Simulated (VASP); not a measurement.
Wanted: the native input for a VASP 6.6.1 run.

- Task: relaxation of cell and atoms
- Functional: PBE
- Potentials or basis: VASP PAW PBE potentials, release 64 (Hf_pv, N)
- Cutoff: 600 eV
- k mesh: 16 × 16 × 16
- Occupations: gaussian, width 0.1 eV
- Spin: no spin polarisation
- Dipole correction: no
- Further INCAR settings: ALGO = Normal; EDIFF = 1e-06; IBRION = 2; EDIFFG = -0.01; NSW = 100; ISIF = 3

The structure of HfN2 lies in POSCAR:

```
HfN2
1.0
    0.0000000000      2.5952999229      2.5952999229
    2.5952999229      0.0000000000      2.5952999229
    2.5952999229      2.5952999229      0.0000000000
Hf N
1 2
Direct
    0.0000000000      0.0000000000      0.0000000000
    0.2500000000      0.2500000000      0.2500000000
    0.7500000000      0.7500000000      0.7500000000
```

The input as run:

INCAR

```
SYSTEM = HfN2
PREC = Accurate
ENCUT = 600
EDIFF = 1E-6
ISMEAR = 0
SIGMA = 0.1
LREAL = .FALSE.
LASPH = .TRUE.
NELM = 100
ALGO = Normal
ISIF = 3
LWAVE = .FALSE.
LCHARG = .FALSE.
GGA = PE
IBRION = 2
NSW = 100
EDIFFG = -0.01
```

KPOINTS

```
regular mesh
0
G
  16 16 16
  0 0 0
```

Potentials or basis: VASP PAW PBE potentials, release 64 (Hf_pv, N).

Launch:

```bash
$ cat potpaw_PBE.64/Hf_pv/POTCAR potpaw_PBE.64/N/POTCAR > POTCAR
$ mpirun -np 1 vasp_std > vasp.out
```

It gave:

```json
{"Relaxed volume": "11.57 Å³/atom", "Relaxed cell": "a = 3.661 Å, b = 3.661 Å, c = 3.661 Å, α = 60.00°, β = 60.00°, γ = 60.00°", "Space group after relaxing (to 0.1 Å)": "Fm-3m (No. 225)", "Energy gained by relaxing": "0.4 meV/atom", "Ionic steps": "3", "Pressure after relaxing": "0.0 GPa", "Band gap on the k mesh": "zero (bands 10 and 11 overlap by 1.59 eV)"}
```

Caveat: spin-orbit coupling is left out, which moves the levels of the heavy elements.

Wall time 3.8 min on 1 thread of Intel Xeon 8259CL, with other jobs on the host, peak memory 0.24 GiB.
